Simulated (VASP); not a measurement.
A run of VASP 6.6.1 is set up as follows.

The input INCAR:

```
  PREC = Accurate
  ENCUT = 520
  EDIFF = 1E-6
  ISMEAR = 0
  SIGMA = 0.05
  LREAL = F
  LASPH = T
  NELM = 100
  ALGO = Fast
  ISIF = 2
  LWAVE = F
  LCHARG = T
  GGA = PE
  LELF = T
  LVHAR = T
  NBANDS = 30
```

File KPOINTS:

```
Automatic mesh
0
Gamma
  10 10 6
```

The input POSCAR:

```
ReBi
1.0
    4.7794106226      0.0000000000      0.0000000000
   -2.3897053113      4.1390910143      0.0000000000
    0.0000000000      0.0000000000      5.0628673350
Re Bi
2 2
Direct
    0.0000000000      0.0000000000      0.0000000000
    0.0000000000      0.0000000000      0.5000000000
    0.3333333333      0.6666666667      0.2500000000
    0.6666666667      0.3333333333      0.7500000000
```

Potentials or basis: VASP PAW PBE potentials, release 64 (Re, Bi_d).

The run is started by

```sh
$ cat potpaw_PBE.64/Re/POTCAR potpaw_PBE.64/Bi_d/POTCAR > POTCAR
$ mpirun -np 1 vasp_std > vasp.out
```

Q: Predict the pressure.

A: -8.6 GPa.

Q: Predict the band gap on the k mesh.

A: Zero (bands 22 and 23 overlap by 1.52 eV).

Stress tensor (GPa, compression positive):
```
-8.43  0.00  0.00
 0.00 -8.43  0.00
 0.00  0.00 -8.89
```

Caveat: the cell stands under tension; spin-orbit coupling is left out, which moves the levels of the heavy elements.
